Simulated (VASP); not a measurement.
# MgS (Niningerite) (Fm-3m) in VASP: notebook

Aim: see how the results for MgS (Niningerite) move with the level of theory and the settings. Levels: PBE, LDA, PBEsol. Tasks: single point.

All numbers are computed with VASP 6.6.1; they aren't measurements. Logs are shortened: lines on timing, memory, paths and dates and some standing lists are left out, and cuts for length are marked.

### Step 1. The cell of the first run

It takes space group Fm-3m (No. 225, cubic). Conventional cell: a = 5.203 Å, b = 5.203 Å, c = 5.203 Å, α = 90.00°, β = 90.00°, γ = 90.00°. Within 3.4 Å of S (site symmetry m-3m) lie 6 Mg at 2.60 Å. Mg (site symmetry m-3m) has 6 S at 2.60 Å within 3.4 Å.

### Step 2. Single point, PBE

File INCAR:

```
SYSTEM = MgS
PREC = Accurate
ENCUT = 520
EDIFF = 1E-6
ISMEAR = -1
SIGMA = 0.05
LREAL = .False.
LASPH = .True.
NELM = 80
ALGO = Normal
ISIF = 2
LWAVE = .False.
LCHARG = .False.
GGA = PE
NBANDS = 11
```

File KPOINTS:

```
Automatic mesh
0
Gamma
  9 9 9
  0 0 0
```

File POSCAR:

```
MgS
1.0
    0.0000000000      2.6016500000      2.6016500000
    2.6016500000      0.0000000000      2.6016500000
    2.6016500000      2.6016500000      0.0000000000
S Mg
1 1
Direct
    0.5000000000      0.5000000000      0.5000000000
    0.0000000000      0.0000000000      0.0000000000
```

Potentials or basis: VASP PAW PBE potentials, release 64 (S, Mg).

Started as:

```bash
$ cat potpaw_PBE.64/S/POTCAR potpaw_PBE.64/Mg/POTCAR > POTCAR
$ mpirun -np 1 vasp_std > vasp.out
```

OUTCAR:

```text
SYSTEM = MgS
   PREC = Accurate
   ENCUT = 520
   EDIFF = 1E-6
   ISMEAR = -1
   LREAL = .False.
   LASPH = .True.
   NELM = 80
   ISIF = 2
   GGA = PE

 ion  position               nearest neighbor table
   1  0.500  0.500  0.500-   2 2.60   2 2.60   2 2.60   2 2.60   2 2.60   2 2.60
   2  0.000  0.000  0.000-   1 2.60   1 2.60   1 2.60   1 2.60   1 2.60   1 2.60

  LATTYP: Found a face centered cubic cell.
 ALAT       =     5.2033000000

  Lattice vectors:

 A1 = (   0.0000000000,   2.6016500000,   2.6016500000)
 A2 = (   2.6016500000,   0.0000000000,   2.6016500000)
 A3 = (   2.6016500000,   2.6016500000,   0.0000000000)

Analysis of symmetry for initial positions (statically):
[... 33 lines left out ...]
                                     Primitive cell

  volume of cell :      35.2190

  direct lattice vectors                    reciprocal lattice vectors
     0.000000000  2.601650000  2.601650000    -0.192185728  0.192185728  0.192185728
     2.601650000  0.000000000  2.601650000     0.192185728 -0.192185728  0.192185728
     2.601650000  2.601650000  0.000000000     0.192185728  0.192185728 -0.192185728

  length of vectors
     3.679288715  3.679288715  3.679288715     0.332875446  0.332875446  0.332875446

  position of ions in fractional coordinates (direct lattice)
[... 8 lines left out ...]
----------------------------------------------------------------------------------------

 KPOINTS: Automatic mesh

Automatic generation of k-mesh.
 Grid dimensions read from file:
 generate k-points for:    9    9    9

 Generating k-lattice:

  Cartesian coordinates                     Fractional coordinates (reciprocal lattice)
    -0.021353970  0.021353970  0.021353970     0.111111111  0.000000000  0.000000000
     0.021353970 -0.021353970  0.021353970     0.000000000  0.111111111  0.000000000
     0.021353970  0.021353970 -0.021353970     0.000000000  0.000000000  0.111111111

  Length of vectors
     0.036986161  0.036986161  0.036986161

  Shift w.r.t. Gamma in fractional coordinates (k-lattice)
     0.000000000  0.000000000  0.000000000

 Subroutine IBZKPT returns following result:
 ===========================================

 Found     35 irreducible k-points:

 Following reciprocal coordinates:
            Coordinates               Weight
  0.000000  0.000000  0.000000      1.000000
  0.111111  0.000000  0.000000      8.000000
  0.222222  0.000000  0.000000      8.000000
  0.333333  0.000000  0.000000      8.000000
  0.444444  0.000000  0.000000      8.000000
  0.111111  0.111111  0.000000      6.000000
[... 16 lines left out ...]
 -0.333333  0.333333  0.000000     12.000000
  0.444444  0.444444  0.000000      6.000000
 [... further k-points ...]
   k-points           NKPTS =     35   k-points in BZ     NKDIM =     35   number of bands    NBANDS=     11
   number of dos      NEDOS =    301   number of ions     NIONS =      2
   total plane-waves  NPLWV =  21952
   dimension x,y,z NGX =    28 NGY =   28 NGZ =   28
   dimension x,y,z NGXF=    56 NGYF=   56 NGZF=   56
   ions per type =               1   1
   NGX,Y,Z   is equivalent  to a cutoff of  12.65, 12.65, 12.65 a.u.
   NGXF,Y,Z  is equivalent  to a cutoff of  25.30, 25.30, 25.30 a.u.
 SYSTEM =  MgS
   PREC   = accura    normal or accurate (medium, high low for compatibility)
   ISTART =      0    job   : 0-new  1-cont  2-samecut
   ICHARG =      2    charge: 1-file 2-atom 10-const
   ISPIN  =      1    spin polarized calculation?
   LNONCOLLINEAR =      F non collinear calculations
   LSORBIT =      F    spin-orbit coupling
   LASPH  =      T    aspherical Exc in radial PAW
   ENCUT  =  520.0 eV  38.22 Ry    6.18 a.u.   6.84  6.84  6.84*2*pi/ulx,y,z
   NELM   =     80;   NELMIN=  2; NELMDL= -5     # of ELM steps
   EDIFF  = 0.1E-05   stopping-criterion for ELM
   LREAL  =      F    real-space projection
   EDIFFG = 0.1E-04   stopping-criterion for IOM
   NSW    =      0    number of steps for IOM
   IBRION =     -1    ionic relax: 0-MD 1-quasi-New 2-CG
[... 8 lines left out ...]
   EMIN   =  10.00;   EMAX   =-10.00  energy-range for DOS
   EFERMI =   0.00;   METHOD = LEGACY
   ISMEAR =    -1;   SIGMA  =   0.05  broadening in eV -4-tet -1-fermi 0-gaus
   EFERMI_NEDOS =   21; number of points for ismear=-14 and -15
   IALGO  =     38    algorithm
   IMIX   =      4    mixing-type and parameters
     AMIX     =   0.40;   BMIX     =  1.00
     AMIX_MAG =   1.60;   BMIX_MAG =  1.00
  volume/ion in A,a.u.               =      17.61       118.83
  Fermi-wavevector in a.u.,A,eV,Ry     =   0.998878  1.887606 13.575323  0.997758
  Thomas-Fermi vector in A             =   2.131131
   LORBIT       =      0    0 simple, 1 ext, 2 COOP (PROOUT), +10 PAW based schemes
   GGA     = PE    functional components
   LHFCALC =     F    Hartree Fock is set to
   AEXX    =    0.0000 exact exchange contribution
   IVDW    =     0    specifies the selected vdW correction
   LEPSILON=     F    determine dielectric tensor
   LRPA    =     F    only Hartree local field effects (RPA)
 non-spin polarized calculation
  energy-cutoff  :      520.00
  volume of cell :       35.22
 maximum number of plane-waves:       958
   NGX = 13   NGY = 13   NGZ = 13

 number of electron       8.0000000 magnetization

 Free energy of the ion-electron system (eV)
  ---------------------------------------------------
  ext. energy  EPLUGINS =         0.00000000
  ---------------------------------------------------
  free energy    TOTEN  =        -8.50202859 eV

  energy without entropy =       -8.50202859  energy(sigma->0) =       -8.50202859

 E-fermi :   4.7478     XC(G=0):  -9.6883

 val. band max:        3.7250049857   @ k =   0.0000   0.0000   0.0000
 cond. band min:       6.6304625085   @ k =   0.4444   0.4444   0.0000
 fundamental gap:      2.9054575228
 Fermi energy:         4.7478053629

 k-point     1 :       0.0000    0.0000    0.0000
  band No.  band energies     occupation
      1      -8.9418      2.00000
      2       3.7250      2.00000
      3       3.7250      2.00000
      4       3.7250      2.00000
      5       7.4352      0.00000
      6      11.6798      0.00000
      7      11.6798      0.00000
      8      11.6798      0.00000
      9      14.0749      0.00000
     10      14.0749      0.00000
     11      16.2633      0.00000

 k-point     2 :       0.1111    0.0000    0.0000
  band No.  band energies     occupation
      1      -8.8219      2.00000
      2       2.8604      2.00000
      3       3.6439      2.00000
      4       3.6439      2.00000
      5       8.1168      0.00000
      6      11.3910      0.00000
      7      11.8946      0.00000
      8      11.8946      0.00000
      9      13.5118      0.00000
     10      13.5118      0.00000
     11      16.4977      0.00000

 k-point     3 :       0.2222    0.0000    0.0000
  band No.  band energies     occupation
      1      -8.4894      2.00000
      2       1.3041      2.00000
      3       3.4553      2.00000
      4       3.4553      2.00000
      5       8.6953      0.00000
      6      11.7124      0.00000
      7      11.7124      0.00000
      8      11.7328      0.00000
      9      13.7125      0.00000
     10      13.7125      0.00000
     11      15.7877      0.00000

 k-point     4 :       0.3333    0.0000    0.0000
  band No.  band energies     occupation
      1      -8.0423      2.00000
      2      -0.1140      2.00000
      3       3.2645      2.00000
      4       3.2645      2.00000
      5       8.5087      0.00000
      6      11.0648      0.00000
      7      11.0648      0.00000
      8      13.0702      0.00000
      9      15.2395      0.00000
     10      15.2395      0.00000
     11      15.2838      0.00000

 k-point     5 :       0.4444    0.0000    0.0000
  band No.  band energies     occupation
      1      -7.6901      2.00000
      2      -0.9838      2.00000
      3       3.1509      2.00000
      4       3.1509      2.00000
      5       8.3020      0.00000
      6      10.6822      0.00000
      7      10.6822      0.00000
      8      13.7999      0.00000
      9      15.6896      0.00000
     10      17.3169      0.00000
     11      17.3169      0.00000
[... 211 lines left out ...]
 k-point    21 :       0.4444    0.3333    0.0000
  band No.  band energies     occupation
      1      -7.4882      2.00000
      2      -0.0970      2.00000
      3       1.8477      2.00000
      4       2.2564      2.00000
      5       7.3409      0.00000
      6       8.8577      0.00000
      7      13.8206      0.00000
      8      14.4818      0.00000
      9      16.3612      0.00000
     10      17.6439      0.00000
     11      20.4198      0.00000

 k-point    22 :      -0.4444    0.3333    0.0000
  band No.  band energies     occupation
      1      -7.3050      2.00000
      2      -0.1486      2.00000
      3       0.9454      2.00000
      4       2.3332      2.00000
      5       7.5776      0.00000
      6      10.0595      0.00000
      7      13.5459      0.00000
      8      13.6452      0.00000
      9      16.1394      0.00000
     10      17.8847      0.00000
     11      20.2466      0.00000

 k-point    23 :      -0.3333    0.3333    0.0000
  band No.  band energies     occupation
      1      -7.3344      2.00000
      2       0.0999      2.00000
      3       0.4069      2.00000
      4       2.5884      2.00000
      5       8.1560      0.00000
      6      11.4442      0.00000
      7      12.6336      0.00000
      8      12.9753      0.00000
      9      15.4547      0.00000
     10      16.1778      0.00000
     11      20.4241      0.00000

 k-point    24 :       0.4444    0.4444    0.0000
  band No.  band energies     occupation
      1      -7.3314      2.00000
      2      -0.3721      2.00000
      3       2.0815      2.00000
      4       2.0815      2.00000
      5       6.6305      0.00000
      6       8.1832      0.00000
      7      15.3721      0.00000
      8      16.4282      0.00000
      9      16.7273      0.00000
     10      16.7273      0.00000
     11      19.9795      0.00000

 [... further k-points ...]
[... 5 lines left out ...]
  --------------------------------------------------------------------------------------
  -------------------------------------------------------------------------------------
  Total        0.1887752      0.1887752      0.1887752      0.0000000      0.0000000     -0.0000000
  in kB        8.5877422      8.5877422      8.5877422      0.0000000      0.0000000     -0.0000000
  external PRESSURE =       8.5877422 kB  Pullay stress =       0.0000000 kB

 VOLUME and BASIS-vectors are now :
 -----------------------------------------------------------------------------
  energy-cutoff  :      520.00
  volume of cell :       35.22
      direct lattice vectors                 reciprocal lattice vectors
     0.000000000  2.601650000  2.601650000    -0.192185728  0.192185728  0.192185728
     2.601650000  0.000000000  2.601650000     0.192185728 -0.192185728  0.192185728
     2.601650000  2.601650000  0.000000000     0.192185728  0.192185728 -0.192185728

 POSITION                                       TOTAL-FORCE (eV/Angst)
 -----------------------------------------------------------------------------------
      2.60165      2.60165      2.60165         0.000000      0.000000      0.000000
      0.00000      0.00000      0.00000        -0.000000     -0.000000      0.000000
 -----------------------------------------------------------------------------------
    total drift:                                0.000000      0.000000      0.000000

  FREE ENERGIE OF THE ION-ELECTRON SYSTEM (eV)
  ---------------------------------------------------
  free  energy   TOTEN  =        -8.5020285914 eV

  energy  without entropy=       -8.5020285914  energy(sigma->0) =       -8.50202859
```

Run time: 13 s. Hardware: 1 thread of Intel Xeon Platinum 8375C at 2.90GHz (Ice Lake), shared host; peak memory 0.16 GiB.

Results:

* Free energy: -8.5020 eV
* Pressure: 0.9 GPa
* Band gap on the k mesh: 2.91 eV, indirect (least direct gap 3.71 eV)

Levels at points of the mesh, in eV from the valence-band top:
```tsv
k point	band 1	band 2	band 3	band 4	band 5	band 6	band 7	band 8
(0.00, 0.00, 0.00)	-12.67	0.00	0.00	0.00	3.71	7.95	7.95	7.95
```

A k mesh can miss the band edges. Expect the measured gap to be larger: semilocal functionals such as PBE lack the derivative discontinuity.

### Step 3. Single point, LDA

File INCAR:

```
SYSTEM = MgS
ALGO     = Normal         ! electronic algorithm
EDIFF    = 1E-7           ! SCF threshold, eV
ENCUT    = 520            ! plane-wave cutoff, eV
ISIF     = 2              ! what is computed and relaxed
ISMEAR   = -1             ! smearing method
LASPH    = .TRUE.         ! aspherical terms in the spheres
LCHARG   = .FALSE.        ! write CHGCAR
LREAL    = .FALSE.        ! projectors in reciprocal space
LWAVE    = .FALSE.        ! write WAVECAR
NBANDS   = 11             ! bands
NELM     = 80             ! most SCF steps
PREC     = Accurate       ! precision mode
SIGMA    = 0.05           ! smearing width, eV
```

File KPOINTS:

```
k-points
0
G
  9 9 9
  0 0 0
```

POSCAR is that of step 2.

Potentials or basis: VASP PAW LDA potentials, release 64 (S, Mg).

Started as:

```bash
$ cat potpaw_LDA.64/S/POTCAR potpaw_LDA.64/Mg/POTCAR > POTCAR
$ mpirun -np 1 vasp_std > vasp.out
```

Wall time 14 s (1 thread of Intel Xeon Platinum 8375C at 2.90GHz (Ice Lake), shared host); peak memory 0.14 GiB.

Results (log left out):

```
Free energy            : -9.5715 eV
Pressure               : -3.9 GPa
Band gap on the k mesh : 2.69 eV, indirect (least direct gap 3.49 eV)
```

Levels at points of the mesh, in eV from the valence-band top:
```csv
k point,band 1,band 2,band 3,band 4,band 5,band 6,band 7,band 8,band 9
"(0.00, 0.00, 0.00)",-12.64,0.00,0.00,0.00,3.49,7.84,7.84,7.84,10.27
```

A k mesh can miss the band edges. LDA gaps usually lie below the measured ones, often by a third to a half.

### Step 4. Single point, PBEsol

This run uses another cell than the first one, of 17.26 Å³/atom, 0.980 times its volume.

File INCAR:

```
PREC = Accurate
ENCUT = 520
EDIFF = 1E-6
ISMEAR = -1
SIGMA = 0.05
LREAL = False
LASPH = True
NELM = 80
ALGO = Normal
ISIF = 2
LWAVE = False
LCHARG = False
GGA = PS
NBANDS = 11
```

File KPOINTS:

```
regular mesh
0
Gamma
  9 9 9
```

File POSCAR:

```
MgS
1.0
    0.0000000000      2.5841887356      2.5841887356
    2.5841887356      0.0000000000      2.5841887356
    2.5841887356      2.5841887356      0.0000000000
S Mg
1 1
Direct
    0.5000000000      0.5000000000      0.5000000000
    0.0000000000      0.0000000000      0.0000000000
```

Potentials or basis: VASP PAW PBE potentials, release 64 (S, Mg).

Started as:

```bash
$ cat potpaw_PBE.64/S/POTCAR potpaw_PBE.64/Mg/POTCAR > POTCAR
$ mpirun -np 1 vasp_std > vasp.out
```

Wall time 12 s (1 thread of Intel Xeon Platinum 8375C at 2.90GHz (Ice Lake), shared host); peak memory 0.16 GiB.

It converged, with:

| Quantity | Value |
| --- | --- |
| Free energy | -9.0750 eV |
| Pressure | 0.4 GPa |
| Band gap on the k mesh | 2.88 eV, indirect (least direct gap 3.75 eV) |

Levels at points of the mesh, in eV from the valence-band top:
| k point | band 1 | band 2 | band 3 | band 4 | band 5 | band 6 | band 7 | band 8 | band 9 |
| --- | --- | --- | --- | --- | --- | --- | --- | --- | --- |
| (0.00, 0.00, 0.00) | -12.80 | 0.00 | 0.00 | 0.00 | 3.75 | 7.84 | 7.84 | 7.84 | 10.33 |

Caveat: the PAW data sets were made with another functional, which shifts forces and pressure a little. A k mesh can miss the band edges.

### Step 5. Single point, PBEsol

File INCAR:

```
SYSTEM = MgS
ALGO = Normal
EDIFF = 1E-6
ENCUT = 520
GGA = PS
ISIF = 2
ISMEAR = -1
LASPH = .True.
LCHARG = .False.
LREAL = .False.
LWAVE = .False.
NBANDS = 11
NELM = 80
PREC = Accurate
SIGMA = 0.05
```

File KPOINTS:

```
k-points
0
Gamma
  9 9 9
  0 0 0
```

File POSCAR:

```
MgS
1.0
    0.0000000000      2.6016500000      2.6016500000
    2.6016500000      0.0000000000      2.6016500000
    2.6016500000      2.6016500000      0.0000000000
S Mg
1 1
Direct
    0.5000000000      0.5000000000      0.5000000000
    0.0000000000      0.0000000000      0.0000000000
```

Started as:

```bash
$ cat potpaw_PBE.64/S/POTCAR potpaw_PBE.64/Mg/POTCAR > POTCAR
$ mpirun -np 1 vasp_std > vasp.out
```

Wall time 13 s (1 thread of Intel Xeon Platinum 8375C at 2.90GHz (Ice Lake), shared host); peak memory 0.16 GiB.

Results (log left out):

```
Free energy            : -9.0735 eV
Pressure               : -1.1 GPa
Band gap on the k mesh : 2.83 eV, indirect (least direct gap 3.59 eV)
```

Levels at points of the mesh, in eV from the valence-band top:
| k point | band 1 | band 2 | band 3 | band 4 | band 5 | band 6 | band 7 | band 8 | band 9 |
| --- | --- | --- | --- | --- | --- | --- | --- | --- | --- |
| (0.00, 0.00, 0.00) | -12.68 | 0.00 | 0.00 | 0.00 | 3.59 | 7.85 | 7.85 | 7.85 | 10.31 |

Caveat: the PAW data sets were made with another functional, which shifts forces and pressure a little.

### Step 6. Summary

| level | potentials or basis | cell | gap on the mesh (eV) | pressure (GPa) |
| --- | --- | --- | --- | --- |
| PBE | VASP PAW PBE potentials, release 64 (S, Mg) | a = 3.679 Å, angles 60.0°, 2 atoms | 2.91 | 0.9 |
| LDA | VASP PAW LDA potentials, release 64 (S, Mg) | a = 3.679 Å, angles 60.0°, 2 atoms | 2.69 | -3.9 |
| PBEsol | VASP PAW PBE potentials, release 64 (S, Mg) | a = 3.655 Å, angles 60.0°, 2 atoms | 2.88 | 0.4 |
| PBEsol | VASP PAW PBE potentials, release 64 (S, Mg) | a = 3.679 Å, angles 60.0°, 2 atoms | 2.83 | -1.1 |

Alike in all rows: task single point; no spin polarisation; k mesh 9 × 9 × 9; cutoff (eV) 520; smearing fermi-dirac 0.05 eV.

Caveats: the PAW data sets were made with another functional, which shifts forces and pressure a little (some runs).

Total energies depend on the potentials used, so only differences within one code and one set of settings carry meaning.
